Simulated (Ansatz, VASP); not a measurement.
Sb: VASP beside Ansatz

The input INCAR:

```
SYSTEM = Sb
ALGO = Normal ; EDIFF = 1E-6
ENCUT = 520 ; GGA = PS
ISIF = 2 ; ISMEAR = 0
LASPH = .True. ; LCHARG = .False.
LREAL = .False. ; LWAVE = .False.
NBANDS = 12 ; NELM = 100
PREC = Accurate ; SIGMA = 0.15
```

File KPOINTS:

```
k-points
0
Gamma
  12 12 12
  0 0 0
```

The input POSCAR:

```
Sb
1.0
    2.1828593370      1.2602744258      3.6316800000
   -2.1828593370      1.2602744258      3.6316800000
    0.0000000000     -2.5205488516      3.6316800000
Sb
2
Direct
    0.2336400000      0.2336400000      0.2336400000
    0.7663600000      0.7663600000      0.7663600000
```

Input for Ansatz:

```yaml
crystal:
  lattice:
    - [2.182859337, 1.2602744258, 3.63168]
    - [-2.182859337, 1.2602744258, 3.63168]
    - [0.0, -2.5205488516, 3.63168]
  atoms:
    - { symbol: Sb, position: [0.23364, 0.23364, 0.23364] }
    - { symbol: Sb, position: [0.76636, 0.76636, 0.76636] }
basis:
  ecutwfc: 420
kpoints:
  mp_grid: { grid: [12, 12, 12] }
hamiltonian:
  xc: pbesol
scf:
  occupations: { method: gaussian, width: 0.15 }
output:
  forces: true
  stress: true
  eigenvalues: true
```

Change from the starting cell: strain +0.015 along x and y, -0.030 along z, atoms carried along.

Alike in both runs: task single point; functional PBEsol; k mesh 12 × 12 × 12; occupations gaussian, width 0.15 eV; no spin polarisation.

```csv
,VASP,Ansatz
version,VASP 6.6.1,Ansatz 0.2.0
potentials or method,"VASP PAW PBE potentials, release 64 (Sb), cutoff 520 eV","scalar-relativistic, plane waves, PAW"
valence electrons in the cell,10,30
```

```csv
,VASP,Ansatz,Ansatz less VASP
gap on the k mesh at the Fermi level (eV),none,none,-
pressure (GPa),0.3,0.1,-0.19
"traceless stress, the component that is largest in VASP (GPa)",0.86,0.92,+0.066
rms of the force components (eV/Å),0.160,0.131,-0.0299
```

VASP's potentials were made for PBE, not for PBEsol. Atom by atom the forces differ by 0.030 eV/Å (rms over components). A gap of «none» marks a metal or a gap that the smearing closes. VASP's potentials hold 10 valence electrons a cell and Ansatz's 30, so a difference there can come from the potentials and not from the codes.

Spin-orbit coupling is off throughout.
